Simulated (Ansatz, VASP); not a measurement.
# Two plane-wave programs on C4F

```
C F
1.0
     3.72955    0.00000    0.00000
     0.00000    3.72955    0.00000
     0.00000    0.00000    3.72955
C F
4 1
Direct
  0.00000 0.00000 0.00000
  0.50000 0.50000 0.00000
  0.50000 0.00000 0.50000
  0.00000 0.50000 0.50000
  0.50000 0.50000 0.50000
```

Change from the starting cell: species swapped into the Ni4N type (Pm-3m, No. 221).

Alike in both runs: functional PBE; dispersion D3(BJ); k mesh 10 × 10 × 10; occupations gaussian, width 0.1 eV; no spin polarisation.

Ansatz relaxed the structure, and its values are those at the end. VASP's run is a single point on that final structure, the one shown.

|  | VASP | Ansatz |
| --- | --- | --- |
| version | VASP 6.6.1 | Ansatz 0.2.0 |
| potentials or method | VASP PAW PBE potentials, release 64 (C, F), cutoff 520 eV | scalar-relativistic, plane waves, PAW |
| valence electrons in the cell | 23 | 23 |

|  | VASP | Ansatz | Ansatz less VASP |
| --- | --- | --- | --- |
| gap on the k mesh at the Fermi level (eV) | none | none | - |
| pressure (GPa) | -0.1 | 0.0 | +0.08 |

A gap of «none» marks a metal or a gap that the smearing closes. Ansatz's warnings: dispersion switch in reach, relaxed geometry near dispersion switch.
